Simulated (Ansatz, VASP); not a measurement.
# One calculation of SnO, two programs

Contents of INCAR:

```
SYSTEM = SnO
ALGO = Normal
EDIFF = 1E-6
ENCUT = 520
GGA = PE
ISIF = 2
ISMEAR = -1
LASPH = .True.
LCHARG = .True.
LELF = .True.
LREAL = .False.
LVHAR = .True.
LWAVE = .False.
NBANDS = 28
NELM = 80
PREC = Accurate
SIGMA = 0.01
```

Contents of KPOINTS:

```
k-points
0
Gamma
  8 8 6
  0 0 0
```

The input POSCAR:

```
SnO
1.0
    3.8146313220      0.0000000000      0.0000000000
    0.0000000000      3.8146313220      0.0000000000
    0.0000000000      0.0000000000      4.8520665632
Sn O
2 2
Direct
    0.0000000000      0.5000000000      0.2385000000
    0.5000000000      0.0000000000      0.7615000000
    0.0000000000      0.0000000000      0.0000000000
    0.5000000000      0.5000000000      0.0000000000
```

Input for Ansatz:

```yaml
crystal:
  lattice:
    - [3.814631322, 0.0, 0.0]
    - [0.0, 3.814631322, 0.0]
    - [0.0, 0.0, 4.8520665632]
  atoms:
    - { symbol: Sn, position: [0.0, 0.5, 0.2385] }
    - { symbol: Sn, position: [0.5, 0.0, 0.7615] }
    - { symbol: O, position: [0.0, 0.0, 0.0] }
    - { symbol: O, position: [0.5, 0.5, 0.0] }
kpoints:
  mp_grid: { grid: [8, 8, 6] }
  band_path:
    path:
      - [0.0, 0.0, 0.0]
      - [0.0, 0.5, 0.0]
      - [0.5, 0.5, 0.0]
      - [0.0, 0.0, 0.0]
      - [0.0, 0.0, 0.5]
      - [0.0, 0.5, 0.5]
      - [0.5, 0.5, 0.5]
      - [0.0, 0.0, 0.5]
      - [0.0, 0.5, 0.0]
    npoints: 5
scf:
  occupations: { method: fermi_dirac, width: 0.01 }
hamiltonian:
  xc: pbe
  pseudopotentials: { kind: all_electron, lapw: { basis_error: 0.001 } }
output:
  forces: true
  stress: true
  eigenvalues: true
```

Change from the starting cell: volume scaled by 1.01.

Alike in both runs: task single point; functional PBE; k mesh 8 × 8 × 6; occupations fermi-dirac, width 0.01 eV; no spin polarisation.

|  | VASP | Ansatz |
| --- | --- | --- |
| version | VASP 6.6.1 | Ansatz 0.2.0 |
| potentials or method | VASP PAW PBE potentials, release 64 (Sn_d, O), cutoff 520 eV | all-electron LAPW, scalar-relativistic |

|  | VASP | Ansatz | Ansatz less VASP |
| --- | --- | --- | --- |
| pressure (GPa) | 3.4 | 3.2 | -0.26 |
| traceless stress, the component that is largest in VASP (GPa) | -0.66 | -0.67 | -0.008 |
| rms of the force components (eV/Å) | 0.118 | 0.082 | -0.0355 |

Atom by atom the forces differ by 0.035 eV/Å (rms over components). Ansatz ran all-electron here, and VASP with PAW potentials.
